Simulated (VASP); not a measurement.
Write the native input for VASP 6.6.1 that does the following.

| Property | Result |
| --- | --- |
| Task | single point |
| Functional | PBEsol |
| Potentials or basis | VASP PAW PBE potentials, release 64 (Ba_sv, Ti_sv, O) |
| Cutoff | 520 eV |
| k mesh | 7 × 7 × 7 |
| Occupations | fermi-dirac, width 0.05 eV |
| Spin | no spin polarisation |
| Hubbard terms | Ti d U = 1.0 eV |
| Dipole correction | no |
| Further INCAR settings | ALGO = Normal; EDIFF = 1e-06; NBANDS = 28 |

The structure of BaTiO3 lies in POSCAR:

```
BaTiO3
1.0
    3.9877673032     -0.0037720103     -0.0038202785
   -0.0037720103      3.9874047022      0.0037810029
   -0.0038202785      0.0037810029      3.9877154098
Ba Ti O
1 1 3
Direct
    0.4943782221      0.5055815169      0.5056205405
    0.9845168732      0.0153891131      1.0154746696
    0.5107992204     -0.0051190742     -0.0051442082
    0.0051569147      0.4892702282     -0.0051573531
    0.0051487696      0.9948782160      0.4892063612
```

One way to write it, as run:

INCAR

```
ALGO = Normal
EDIFF = 1E-6
ENCUT = 520
GGA = PS
ISIF = 2
ISMEAR = -1
LASPH = T
LCHARG = F
LDAU = T
LDAUJ = 0 0 0
LDAUL = -1 2 -1
LDAUPRINT = 1
LDAUTYPE = 2
LDAUU = 0 1 0
LMAXMIX = 4
LREAL = F
LWAVE = F
NBANDS = 28
NELM = 150
PREC = Accurate
SIGMA = 0.05
```

KPOINTS

```
k-points
0
Gamma
  7 7 7
```

Potentials or basis: VASP PAW PBE potentials, release 64 (Ba_sv, Ti_sv, O).

Launch:

```sh
$ cat potpaw_PBE.64/Ba_sv/POTCAR potpaw_PBE.64/Ti_sv/POTCAR potpaw_PBE.64/O/POTCAR > POTCAR
$ mpirun -np 1 vasp_std > vasp.out
```

Results of the run:

```yaml
Pressure: 2.5 GPa
Largest_force: 0.182 eV/Å
Band_gap_on_the_k_mesh: 2.32 eV (least direct gap 2.58 eV)
```

Caveat: the PAW data sets were made with another functional, which shifts forces and pressure a little; spin-orbit coupling is left out, which moves the levels of the heavy elements.

Wall time 3.9 min on 1 thread of Intel Xeon 8259CL, with other jobs on the host, peak memory 0.27 GiB.
